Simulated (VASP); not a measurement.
# Sb: electric field gradients with LDA

Crystal: Sb.

```
Sb
1.0
     2.15060    1.24165    3.74400
    -2.15060    1.24165    3.74400
     0.00000   -2.48330    3.74400
Sb
2
Direct
  0.23364 0.23364 0.23364
  0.76636 0.76636 0.76636
```

```json
{
  "Program": "VASP 6.6.1",
  "Task": "electric field gradients",
  "Functional": "LDA",
  "Potentials or basis": "VASP PAW LDA potentials, release 64 (Sb_d_GW)",
  "Cutoff": "400 eV",
  "k mesh": "9 × 9 × 9",
  "Occupations": "fermi-dirac, width 0.05 eV",
  "Spin": "no spin polarisation",
  "Dipole correction": "no",
  "Second run": "valence_matched",
  "Further INCAR settings": "ALGO = Normal; EDIFF = 1e-08; NBANDS = 22"
}
```

```json
{
 "Pressure": "-1.1 GPa",
 "Largest force": "0.064 eV/Å",
 "Band gap on the k mesh": "0.09 eV, indirect (least direct gap 0.49 eV)"
}
```

Forces on the atoms (eV/Å):
```
Sb   0.000  0.000  0.064
Sb   0.000  0.000 -0.064
```

Stress tensor (GPa, compression positive):
```
-0.91  0.00  0.00
 0.00 -0.91  0.00
 0.00  0.00 -1.33
```

Levels at points of the mesh, in eV from the valence-band top:
| k point | band 12 | band 13 | band 14 | band 15 | band 16 | band 17 | band 18 | band 19 |
| --- | --- | --- | --- | --- | --- | --- | --- | --- |
| (0.00, 0.00, 0.00) | -4.80 | -1.98 | -1.72 | -1.72 | 2.18 | 2.77 | 2.77 | 5.27 |

Electric field gradients, principal values (V/Å²):
```
atom   least  middle  greatest (by size)
1 Sb  23.383  23.383             -46.766
2 Sb  23.383  23.383             -46.766
```

It took 65 s on 1 thread of Intel(R) Xeon(R) 6975P-C (Granite Rapids), on a shared host, peak memory 0.2 GiB.

Caveat: without QUAD_EFG the Cq values of the log hold for a quadrupole moment of 1 mb, not for the nuclei; spin-orbit coupling is left out, which moves the levels of the heavy elements. A k mesh can miss the band edges.
